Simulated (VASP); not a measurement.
# PrScO (P4/mmm) in VASP: notebook, part 2 of 2

VASP 6.6.1. Earlier steps stand in the parts before.

## (3) Single point, PBE

This run uses another cell than the first one, of 19.46 Å³/atom.

The input, INCAR:

```
SYSTEM = PrScO
PREC = Accurate
ENCUT = 600
EDIFF = 1E-6
ISMEAR = 0
SIGMA = 0.1
LREAL = .False.
LASPH = .True.
NELM = 200
ALGO = Normal
ISIF = 2
LWAVE = .False.
LCHARG = .False.
GGA = PE
NBANDS = 21
GGA_COMPAT = .False.
LMAXMIX = 6
```

The input, KPOINTS:

```
regular mesh
0
Gamma
  10 10 8
  0 0 0
```

The input, POSCAR:

```
PrScO
1.0
    3.7186680993      0.0000000000      0.0000000000
    0.0000000000      3.7186680993      0.0000000000
    0.0000000000      0.0000000000      4.2221591349
Pr Sc O
1 1 1
Direct
    0.5000000000      0.5000000000      0.5000000000
    0.0000000000      0.0000000000      0.0000000000
    0.0000000000      0.0000000000      0.5000000000
```

Potentials or basis: VASP PAW PBE potentials, release 64 (Pr_3, Sc_sv, O), 4f in core.

The run is started by

```console
$ cat potpaw_PBE.64/Pr_3/POTCAR potpaw_PBE.64/Sc_sv/POTCAR potpaw_PBE.64/O/POTCAR > POTCAR
$ mpirun -np 1 vasp_std > vasp.out
```

OUTCAR:

```text
SYSTEM = PrScO
   PREC = Accurate
   ENCUT = 600
   EDIFF = 1E-6
   ISMEAR = 0
   LREAL = .False.
   LASPH = .True.
   NELM = 200
   ISIF = 2
   GGA = PE

 ion  position               nearest neighbor table
   1  0.500  0.500  0.500-   3 2.63   3 2.63   3 2.63   3 2.63   2 3.37   2 3.37   2 3.37   2 3.37
                             2 3.37   2 3.37   2 3.37   2 3.37
   2  0.000  0.000  0.000-   3 2.11   3 2.11   1 3.37   1 3.37   1 3.37   1 3.37   1 3.37   1 3.37
                             1 3.37   1 3.37
   3  0.000  0.000  0.500-   2 2.11   2 2.11   1 2.63   1 2.63   1 2.63   1 2.63

  LATTYP: Found a simple tetragonal cell.
 ALAT       =     3.7186680993
 C/A-ratio  =     1.1353955293

  Lattice vectors:

 A1 = (   3.7186680993,   0.0000000000,   0.0000000000)
 A2 = (   0.0000000000,   3.7186680993,   0.0000000000)
 A3 = (   0.0000000000,   0.0000000000,   4.2221591349)

Analysis of symmetry for initial positions (statically):
=====================================================================
 Subroutine PRICEL returns:
 Original cell was already a primitive cell.

 Routine SETGRP: Setting up the symmetry group for a
 simple tetragonal supercell.

 Subroutine GETGRP returns: Found 16 space group operations
 (whereof 16 operations were pure point group operations)
 out of a pool of 16 trial point group operations.

The static configuration has the point symmetry D_4h.

Analysis of symmetry for dynamics (positions and initial velocities):
=====================================================================
 Subroutine PRICEL returns:
 Original cell was already a primitive cell.

 Routine SETGRP: Setting up the symmetry group for a
 simple tetragonal supercell.

 Subroutine GETGRP returns: Found 16 space group operations
 (whereof 16 operations were pure point group operations)
 out of a pool of 16 trial point group operations.

The dynamic configuration has the point symmetry D_4h.

 Subroutine INISYM returns: Found 16 space group operations
 (whereof 16 operations are pure point group operations),
 and found     1 'primitive' translations

----------------------------------------------------------------------------------------

                                     Primitive cell

  volume of cell :      58.3861

  direct lattice vectors                    reciprocal lattice vectors
     3.718668099  0.000000000  0.000000000     0.268913485  0.000000000  0.000000000
     0.000000000  3.718668099  0.000000000     0.000000000  0.268913485  0.000000000
     0.000000000  0.000000000  4.222159135     0.000000000  0.000000000  0.236845644

  length of vectors
     3.718668099  3.718668099  4.222159135     0.268913485  0.268913485  0.236845644

  position of ions in fractional coordinates (direct lattice)
     0.500000000  0.500000000  0.500000000
     0.000000000  0.000000000  0.000000000
     0.000000000  0.000000000  0.500000000

  ion indices of the primitive-cell ions
   primitive index   ion index
                 1           1
                 2           2
                 3           3

----------------------------------------------------------------------------------------

 KPOINTS: regular mesh

Automatic generation of k-mesh.
 Grid dimensions read from file:
 generate k-points for:   10   10    8

 Generating k-lattice:

  Cartesian coordinates                     Fractional coordinates (reciprocal lattice)
     0.026891349  0.000000000  0.000000000     0.100000000  0.000000000  0.000000000
     0.000000000  0.026891349  0.000000000     0.000000000  0.100000000  0.000000000
     0.000000000  0.000000000  0.029605706     0.000000000  0.000000000  0.125000000

  Length of vectors
     0.026891349  0.026891349  0.029605706

  Shift w.r.t. Gamma in fractional coordinates (k-lattice)
     0.000000000  0.000000000  0.000000000

 Subroutine IBZKPT returns following result:
 ===========================================

 Found    105 irreducible k-points:

 Following reciprocal coordinates:
            Coordinates               Weight
  0.000000  0.000000  0.000000      1.000000
  0.100000  0.000000  0.000000      4.000000
  0.200000  0.000000  0.000000      4.000000
  0.300000  0.000000  0.000000      4.000000
  0.400000  0.000000  0.000000      4.000000
  0.500000  0.000000  0.000000      2.000000
[... 16 lines left out ...]
  0.100000  0.000000  0.125000      8.000000
  0.200000  0.000000  0.125000      8.000000
 [... further k-points ...]
   k-points           NKPTS =    105   k-points in BZ     NKDIM =    105   number of bands    NBANDS=     21
   number of dos      NEDOS =    301   number of ions     NIONS =      3
   total plane-waves  NPLWV =  32400
   dimension x,y,z NGX =    30 NGY =   30 NGZ =   36
   dimension x,y,z NGXF=    60 NGYF=   60 NGZF=   72
   ions per type =               1   1   1
   NGX,Y,Z   is equivalent  to a cutoff of  13.41, 13.41, 14.17 a.u.
   NGXF,Y,Z  is equivalent  to a cutoff of  26.82, 26.82, 28.35 a.u.
 SYSTEM =  PrScO
   PREC   = accura    normal or accurate (medium, high low for compatibility)
   ISTART =      0    job   : 0-new  1-cont  2-samecut
   ICHARG =      2    charge: 1-file 2-atom 10-const
   ISPIN  =      1    spin polarized calculation?
   LNONCOLLINEAR =      F non collinear calculations
   LSORBIT =      F    spin-orbit coupling
   LASPH  =      T    aspherical Exc in radial PAW
   ENCUT  =  600.0 eV  44.10 Ry    6.64 a.u.   7.43  7.43  8.43*2*pi/ulx,y,z
   NELM   =    200;   NELMIN=  2; NELMDL= -5     # of ELM steps
   EDIFF  = 0.1E-05   stopping-criterion for ELM
   LREAL  =      F    real-space projection
   EDIFFG = 0.1E-04   stopping-criterion for IOM
   NSW    =      0    number of steps for IOM
   IBRION =     -1    ionic relax: 0-MD 1-quasi-New 2-CG
   NFREE  =      0    steps in history (QN), initial steepest desc. (CG)
   ISIF   =      2    stress and relaxation
   ISYM   =      2    0-nonsym 1-usesym 2-fastsym
   POTIM  = 0.5000    time-step for ionic-motion
   TEBEG  =    0.0;   TEEND  =   0.0 temperature during run
   PSTRESS=    0.0 pullay stress
   NELECT =      28.0000    total number of electrons
   NUPDOWN=      -1.0000    fix difference up-down
   EMIN   =  10.00;   EMAX   =-10.00  energy-range for DOS
   EFERMI =   0.00;   METHOD = LEGACY
   ISMEAR =     0;   SIGMA  =   0.10  broadening in eV -4-tet -1-fermi 0-gaus
   EFERMI_NEDOS =   21; number of points for ismear=-14 and -15
   IALGO  =     38    algorithm
   IMIX   =      4    mixing-type and parameters
     AMIX     =   0.40;   BMIX     =  1.00
     AMIX_MAG =   1.60;   BMIX_MAG =  1.00
  volume/ion in A,a.u.               =      19.46       131.34
  Fermi-wavevector in a.u.,A,eV,Ry     =   1.281419  2.421530 22.341224  1.642034
  Thomas-Fermi vector in A             =   2.413790
   LORBIT       =      0    0 simple, 1 ext, 2 COOP (PROOUT), +10 PAW based schemes
   GGA     = PE    functional components
   LHFCALC =     F    Hartree Fock is set to
   AEXX    =    0.0000 exact exchange contribution
   IVDW    =     0    specifies the selected vdW correction
   LEPSILON=     F    determine dielectric tensor
   LRPA    =     F    only Hartree local field effects (RPA)
 non-spin polarized calculation
 Gauss-broadening in eV      SIGMA  =   0.10
  energy-cutoff  :      600.00
  volume of cell :       58.39
 maximum number of plane-waves:      1985
 NGX is ok and might be reduce to    30
   NGX = 15   NGY = 15   NGZ = 17

 number of electron      27.9999997 magnetization

 Free energy of the ion-electron system (eV)
  ---------------------------------------------------
  ext. energy  EPLUGINS =         0.00000000
  ---------------------------------------------------
  free energy    TOTEN  =       -21.88042587 eV

  energy without entropy =      -21.87530862  energy(sigma->0) =      -21.87786725

 E-fermi :   4.9217     XC(G=0): -10.5506

 val. band max:        4.8776187435   @ k =   0.3000   0.1000   0.3750
 cond. band min:       4.9385276416   @ k =   0.1000   0.1000   0.5000
 fundamental gap:      0.0609088981
 Fermi energy:         4.9216918083

 k-point     1 :       0.0000    0.0000    0.0000
  band No.  band energies     occupation
      1     -44.6528      2.00000
      2     -31.4066      2.00000
      3     -23.3856      2.00000
      4     -23.2764      2.00000
      5     -23.2764      2.00000
      6     -14.6428      2.00000
[... 13 lines left out ...]
     20       8.8420      0.00000
     21       9.6894      0.00000
[... 529 lines left out ...]
 k-point    24 :       0.2000    0.0000    0.1250
  band No.  band energies     occupation
      1     -44.6511      2.00000
      2     -31.3875      2.00000
      3     -23.4025      2.00000
      4     -23.2946      2.00000
      5     -23.2735      2.00000
      6     -15.0377      2.00000
[... 13 lines left out ...]
     20       8.1831      0.00000
     21       9.3007      0.00000

 [... further k-points ...]
[... 5 lines left out ...]
  --------------------------------------------------------------------------------------
  -------------------------------------------------------------------------------------
  Total       -0.0064961     -0.0064961      0.3166158      0.0000000      0.0000000     -0.0000000
  in kB       -0.1782607     -0.1782607      8.6882787      0.0000000      0.0000000     -0.0000000
  external PRESSURE =       2.7772524 kB  Pullay stress =       0.0000000 kB

 VOLUME and BASIS-vectors are now :
 -----------------------------------------------------------------------------
  energy-cutoff  :      600.00
  volume of cell :       58.39
      direct lattice vectors                 reciprocal lattice vectors
     3.718668099  0.000000000  0.000000000     0.268913485  0.000000000  0.000000000
     0.000000000  3.718668099  0.000000000     0.000000000  0.268913485  0.000000000
     0.000000000  0.000000000  4.222159135     0.000000000  0.000000000  0.236845644

 POSITION                                       TOTAL-FORCE (eV/Angst)
 -----------------------------------------------------------------------------------
      1.85933      1.85933      2.11108         0.000000      0.000000      0.000000
      0.00000      0.00000      0.00000         0.000000      0.000000      0.000000
      0.00000      0.00000      2.11108         0.000000      0.000000      0.000000
 -----------------------------------------------------------------------------------
    total drift:                                0.000000     -0.000000      0.000000

  FREE ENERGIE OF THE ION-ELECTRON SYSTEM (eV)
  ---------------------------------------------------
  free  energy   TOTEN  =       -21.8804258723 eV

  energy  without entropy=      -21.8753086213  energy(sigma->0) =      -21.87786725
```

OSZICAR:

```text
N       E                     dE             d eps       ncg     rms          rms(c)
DAV:   1     0.318252071316E+03    0.31825E+03   -0.14155E+04  4418   0.150E+03
DAV:   2     0.986314503293E+01   -0.30839E+03   -0.29968E+03  4474   0.439E+02
DAV:   3    -0.235970097802E+02   -0.33460E+02   -0.32474E+02  7362   0.126E+02
DAV:   4    -0.253059123658E+02   -0.17089E+01   -0.16953E+01  6804   0.257E+01
DAV:   5    -0.253769085673E+02   -0.70996E-01   -0.70867E-01  6208   0.394E+00    0.126E+01
DAV:   6    -0.219770251502E+02    0.33999E+01   -0.19174E+01  6920   0.345E+01    0.560E+00
DAV:   7    -0.219264770462E+02    0.50548E-01   -0.18704E+00  6012   0.833E+00    0.316E+00
DAV:   8    -0.219003727792E+02    0.26104E-01   -0.41777E-01  6447   0.520E+00    0.101E+00
DAV:   9    -0.218847496345E+02    0.15623E-01   -0.35878E-02  7279   0.161E+00    0.507E-01
DAV:  10    -0.218808505535E+02    0.38991E-02   -0.46296E-02  6426   0.154E+00    0.234E-01
DAV:  11    -0.218803720363E+02    0.47852E-03   -0.47674E-03  6175   0.502E-01    0.573E-02
DAV:  12    -0.218804355605E+02   -0.63524E-04   -0.25274E-04  5897   0.122E-01    0.294E-02
DAV:  13    -0.218804267085E+02    0.88520E-05   -0.61116E-05  6992   0.645E-02    0.797E-03
DAV:  14    -0.218804258723E+02    0.83618E-06   -0.25761E-06  4979   0.123E-02
   1 F= -.21880426E+02 E0= -.21877867E+02  d E =-.511725E-02
```

stdout:

```text
POSCAR found type information on POSCAR PrScO
 POSCAR found :  3 types and       3 ions
 scaLAPACK will be used
 LDA part: xc-table for (Slater+PW92), standard interpolation
 POSCAR, INCAR and KPOINTS ok, starting setup
 FFT: planning ... GRIDC
 FFT: planning ... GRID_SOFT
 FFT: planning ... GRID
 WAVECAR not read
 entering main loop
```

It took 3 min on 1 thread of Intel Xeon Platinum 8259CL at 2.50GHz (Skylake/Cascade Lake), shared host; peak memory 0.31 GiB.

Results:

```
Free energy            : -21.8804 eV
Pressure               : 0.3 GPa
Band gap on the k mesh : zero (bands 14 and 15 overlap by 1.38 eV)
```

Caveat: spin-orbit coupling is left out, which moves the levels of the heavy elements; the 4f electrons are frozen in the core, so they carry no moment and show no levels; the run has no spin polarisation, though such a crystal can be magnetic. Spin polarisation is off, so any magnetic state and its effect on volume and gap are missing.

The gap in the log of VASP goes by the Fermi energy; the results here count the filled bands.